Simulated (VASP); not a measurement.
# Nb (Im-3m) in VASP: further runs

Nb is run at these levels: PBE; tasks: single point, relaxation of cell and atoms.

Everything below comes from runs of VASP 6.6.1. Logs are shortened: lines on timing, memory, paths and dates and some standing lists are left out, and cuts for length are marked.

**1. The cell of the first run**

It takes space group Im-3m (No. 229, cubic). The conventional cell has a = 3.072 Å, b = 3.072 Å, c = 3.072 Å, α = 90.00°, β = 90.00°, γ = 90.00°. Within 3.5 Å of Nb (site symmetry m-3m) lie 14 Nb at 2.66 to 3.07 Å.

**2. Single point, PBE (volume scaled by 0.8)**

INCAR

```
PREC     = Accurate       # precision mode
ENCUT    = 520            # plane-wave cutoff, eV
EDIFF    = 1E-6           # SCF threshold, eV
ISMEAR   = -1             # smearing method
SIGMA    = 0.05           # smearing width, eV
LREAL    = False          # projectors in reciprocal space
LASPH    = True           # aspherical terms in the spheres
NELM     = 60             # most SCF steps
ALGO     = Normal         # electronic algorithm
ISIF     = 2              # what is computed and relaxed
LWAVE    = False          # write WAVECAR
LCHARG   = True           # write CHGCAR
GGA      = PE             # functional
LELF     = True           # ELF
LVHAR    = True         
NBANDS   = 12             # bands
```

KPOINTS

```
regular mesh
0
Gamma
  16 16 16
```

POSCAR

```
Nb
1.0
   -1.5358745914      1.5358745914      1.5358745914
    1.5358745914     -1.5358745914      1.5358745914
    1.5358745914      1.5358745914     -1.5358745914
Nb
1
Direct
    0.0000000000      0.0000000000      0.0000000000
```

Potentials or basis: VASP PAW PBE potentials, release 64 (Nb_sv).

Started as:

```console
> cat potpaw_PBE.64/Nb_sv/POTCAR > POTCAR
> mpirun -np 1 vasp_std > vasp.out
```

OUTCAR:

```text
PREC = Accurate
   ENCUT = 520
   EDIFF = 1E-6
   ISMEAR = -1
   LREAL = False
   LASPH = True
   NELM = 60
   ISIF = 2
   GGA = PE

 ion  position               nearest neighbor table
   1  0.000  0.000  0.000-

  LATTYP: Found a body centered cubic cell.
 ALAT       =     3.0717491828

  Lattice vectors:

 A1 = (  -1.5358745914,   1.5358745914,   1.5358745914)
 A2 = (   1.5358745914,  -1.5358745914,   1.5358745914)
 A3 = (   1.5358745914,   1.5358745914,  -1.5358745914)

Analysis of symmetry for initial positions (statically):
=====================================================================
 Subroutine PRICEL returns:
 Original cell was already a primitive cell.

 Routine SETGRP: Setting up the symmetry group for a
 body centered cubic supercell.

 Subroutine GETGRP returns: Found 48 space group operations
 (whereof 48 operations were pure point group operations)
 out of a pool of 48 trial point group operations.

The static configuration has the point symmetry O_h .

Analysis of symmetry for dynamics (positions and initial velocities):
=====================================================================
 Subroutine PRICEL returns:
 Original cell was already a primitive cell.

 Routine SETGRP: Setting up the symmetry group for a
 body centered cubic supercell.

 Subroutine GETGRP returns: Found 48 space group operations
 (whereof 48 operations were pure point group operations)
 out of a pool of 48 trial point group operations.

The dynamic configuration has the point symmetry O_h .

 Subroutine INISYM returns: Found 48 space group operations
 (whereof 48 operations are pure point group operations),
 and found     1 'primitive' translations

----------------------------------------------------------------------------------------

                                     Primitive cell

  volume of cell :      14.4920

  direct lattice vectors                    reciprocal lattice vectors
    -1.535874591  1.535874591  1.535874591     0.000000000  0.325547413  0.325547413
     1.535874591 -1.535874591  1.535874591     0.325547413  0.000000000  0.325547413
     1.535874591  1.535874591 -1.535874591     0.325547413  0.325547413  0.000000000

  length of vectors
     2.660212826  2.660212826  2.660212826     0.460393567  0.460393567  0.460393567

  position of ions in fractional coordinates (direct lattice)
     0.000000000  0.000000000  0.000000000

  ion indices of the primitive-cell ions
   primitive index   ion index
                 1           1

----------------------------------------------------------------------------------------

 KPOINTS: regular mesh

Automatic generation of k-mesh.
 Grid dimensions read from file:
 generate k-points for:   16   16   16

 Generating k-lattice:

  Cartesian coordinates                     Fractional coordinates (reciprocal lattice)
     0.000000000  0.020346713  0.020346713     0.062500000  0.000000000  0.000000000
     0.020346713  0.000000000  0.020346713     0.000000000  0.062500000  0.000000000
     0.020346713  0.020346713  0.000000000     0.000000000  0.000000000  0.062500000

  Length of vectors
     0.028774598  0.028774598  0.028774598

  Shift w.r.t. Gamma in fractional coordinates (k-lattice)
     0.000000000  0.000000000  0.000000000

 Subroutine IBZKPT returns following result:
 ===========================================

 Found    145 irreducible k-points:

 Following reciprocal coordinates:
            Coordinates               Weight
  0.000000  0.000000  0.000000      1.000000
  0.062500  0.000000  0.000000     12.000000
  0.125000  0.000000  0.000000     12.000000
  0.187500  0.000000  0.000000     12.000000
  0.250000  0.000000  0.000000     12.000000
  0.312500  0.000000  0.000000     12.000000
[... 16 lines left out ...]
  0.187500  0.187500  0.000000     24.000000
  0.250000  0.187500 -0.000000     48.000000
 [... further k-points ...]
   k-points           NKPTS =    145   k-points in BZ     NKDIM =    145   number of bands    NBANDS=     12
   number of dos      NEDOS =    301   number of ions     NIONS =      1
   total plane-waves  NPLWV =   8000
   dimension x,y,z NGX =    20 NGY =   20 NGZ =   20
   dimension x,y,z NGXF=    40 NGYF=   40 NGZF=   40
   ions per type =               1
   NGX,Y,Z   is equivalent  to a cutoff of  12.50, 12.50, 12.50 a.u.
   NGXF,Y,Z  is equivalent  to a cutoff of  25.00, 25.00, 25.00 a.u.
 SYSTEM =  unknown system
   PREC   = accura    normal or accurate (medium, high low for compatibility)
   ISTART =      0    job   : 0-new  1-cont  2-samecut
   ICHARG =      2    charge: 1-file 2-atom 10-const
   ISPIN  =      1    spin polarized calculation?
   LNONCOLLINEAR =      F non collinear calculations
   LSORBIT =      F    spin-orbit coupling
   LASPH  =      T    aspherical Exc in radial PAW
   ENCUT  =  520.0 eV  38.22 Ry    6.18 a.u.   4.95  4.95  4.95*2*pi/ulx,y,z
   NELM   =     60;   NELMIN=  2; NELMDL= -5     # of ELM steps
   EDIFF  = 0.1E-05   stopping-criterion for ELM
   LREAL  =      F    real-space projection
   EDIFFG = 0.1E-04   stopping-criterion for IOM
   NSW    =      0    number of steps for IOM
   IBRION =     -1    ionic relax: 0-MD 1-quasi-New 2-CG
   NFREE  =      0    steps in history (QN), initial steepest desc. (CG)
   ISIF   =      2    stress and relaxation
   ISYM   =      2    0-nonsym 1-usesym 2-fastsym
   POTIM  = 0.5000    time-step for ionic-motion
   TEBEG  =    0.0;   TEEND  =   0.0 temperature during run
   PSTRESS=    0.0 pullay stress
   NELECT =      13.0000    total number of electrons
   NUPDOWN=      -1.0000    fix difference up-down
   EMIN   =  10.00;   EMAX   =-10.00  energy-range for DOS
   EFERMI =   0.00;   METHOD = LEGACY
   ISMEAR =    -1;   SIGMA  =   0.05  broadening in eV -4-tet -1-fermi 0-gaus
   EFERMI_NEDOS =   21; number of points for ismear=-14 and -15
   IALGO  =     38    algorithm
   IMIX   =      4    mixing-type and parameters
     AMIX     =   0.40;   BMIX     =  1.00
     AMIX_MAG =   1.60;   BMIX_MAG =  1.00
  volume/ion in A,a.u.               =      14.49        97.80
  Fermi-wavevector in a.u.,A,eV,Ry     =   1.578872  2.983635 33.917094  2.492836
  Thomas-Fermi vector in A             =   2.679337
   LORBIT       =      0    0 simple, 1 ext, 2 COOP (PROOUT), +10 PAW based schemes
   GGA     = PE    functional components
   LHFCALC =     F    Hartree Fock is set to
   AEXX    =    0.0000 exact exchange contribution
   IVDW    =     0    specifies the selected vdW correction
   LEPSILON=     F    determine dielectric tensor
   LRPA    =     F    only Hartree local field effects (RPA)
 non-spin polarized calculation
  energy-cutoff  :      520.00
  volume of cell :       14.49
 maximum number of plane-waves:       402
   NGX =  9   NGY =  9   NGZ =  9

 number of electron      12.9999998 magnetization

 Free energy of the ion-electron system (eV)
  ---------------------------------------------------
  ext. energy  EPLUGINS =         0.00000000
  ---------------------------------------------------
  free energy    TOTEN  =        -9.67767404 eV

  energy without entropy =       -9.66545302  energy(sigma->0) =       -9.67156353

 E-fermi :  14.5139     XC(G=0): -13.6674

 val. band max:       14.4964773337   @ k =   0.2500   0.0625  -0.0000
 cond. band min:      14.5143418796   @ k =  -0.1875   0.2500   0.1250
 fundamental gap:      0.0178645459
 Fermi energy:        14.5139163269

 k-point     1 :       0.0000    0.0000    0.0000
  band No.  band energies     occupation
      1     -39.7580      2.00000
      2     -14.3774      2.00000
      3     -14.3774      2.00000
      4     -14.3774      2.00000
      5       8.3422      2.00000
      6      14.7376      0.02254
      7      14.7376      0.02254
      8      14.7376      0.02254
      9      18.4269      0.00000
     10      18.4269      0.00000
     11      29.2514      0.00000
     12      29.2514      0.00000

 k-point     2 :       0.0625    0.0000    0.0000
  band No.  band energies     occupation
      1     -39.7373      2.00000
      2     -14.4880      2.00000
      3     -14.4094      2.00000
      4     -14.3789      2.00000
      5       8.5538      2.00000
      6      14.5989      0.30876
      7      14.7052      0.04272
      8      14.9429      0.00038
      9      18.1927      0.00000
     10      18.4208      0.00000
     11      29.4455      0.00000
     12      29.6094      0.00000

 k-point     3 :       0.1250    0.0000    0.0000
  band No.  band energies     occupation
      1     -39.6782      2.00000
      2     -14.7962      2.00000
      3     -14.4996      2.00000
      4     -14.3833      2.00000
      5       9.1320      2.00000
      6      14.2286      1.99337
      7      14.5678      0.50812
      8      15.5482      0.00000
      9      17.7707      0.00000
     10      18.4212      0.00000
     11      29.9289      0.00000
     12      30.6355      0.00000
[... 286 lines left out ...]
 k-point    23 :       0.1875    0.1875    0.0000
  band No.  band energies     occupation
      1     -39.3454      2.00000
      2     -16.1604      2.00000
      3     -15.0098      2.00000
      4     -14.5751      2.00000
      5      11.3455      2.00000
      6      12.9219      2.00000
      7      13.7717      2.00000
      8      17.3694      0.00000
      9      19.4489      0.00000
     10      20.4437      0.00000
     11      30.4966      0.00000
     12      32.0795      0.00000

 k-point    24 :       0.2500    0.1875   -0.0000
  band No.  band energies     occupation
      1     -39.2576      2.00000
      2     -16.4158      2.00000
      3     -15.2269      2.00000
      4     -14.6112      2.00000
      5      11.3198      2.00000
      6      12.6794      2.00000
      7      14.3192      1.96011
      8      17.7056      0.00000
      9      19.6442      0.00000
     10      22.2086      0.00000
     11      29.6397      0.00000
     12      31.8053      0.00000

 [... further k-points ...]
[... 5 lines left out ...]
  --------------------------------------------------------------------------------------
  -------------------------------------------------------------------------------------
  Total        5.1765495      5.1765495      5.1765495     -0.0000000      0.0000000     -0.0000000
  in kB      572.2999312    572.2999312    572.2999312     -0.0000000      0.0000000     -0.0000000
  external PRESSURE =     572.2999312 kB  Pullay stress =       0.0000000 kB

 VOLUME and BASIS-vectors are now :
 -----------------------------------------------------------------------------
  energy-cutoff  :      520.00
  volume of cell :       14.49
      direct lattice vectors                 reciprocal lattice vectors
    -1.535874591  1.535874591  1.535874591     0.000000000  0.325547413  0.325547413
     1.535874591 -1.535874591  1.535874591     0.325547413  0.000000000  0.325547413
     1.535874591  1.535874591 -1.535874591     0.325547413  0.325547413  0.000000000

 POSITION                                       TOTAL-FORCE (eV/Angst)
 -----------------------------------------------------------------------------------
      0.00000      0.00000      0.00000         0.000000     -0.000000     -0.000000
 -----------------------------------------------------------------------------------
    total drift:                                0.000000     -0.000000      0.000000

  FREE ENERGIE OF THE ION-ELECTRON SYSTEM (eV)
  ---------------------------------------------------
  free  energy   TOTEN  =        -9.6776740402 eV

  energy  without entropy=       -9.6654530217  energy(sigma->0) =       -9.67156353
```

Wall time 17 s (1 thread of AMD EPYC 9R45 (Zen 5), shared host); peak memory 0.11 GiB.

What came out:

| Item | Value |
| --- | --- |
| Free energy | -9.6777 eV |
| Pressure | 57.2 GPa |

(Continued in part 2 of 2.)
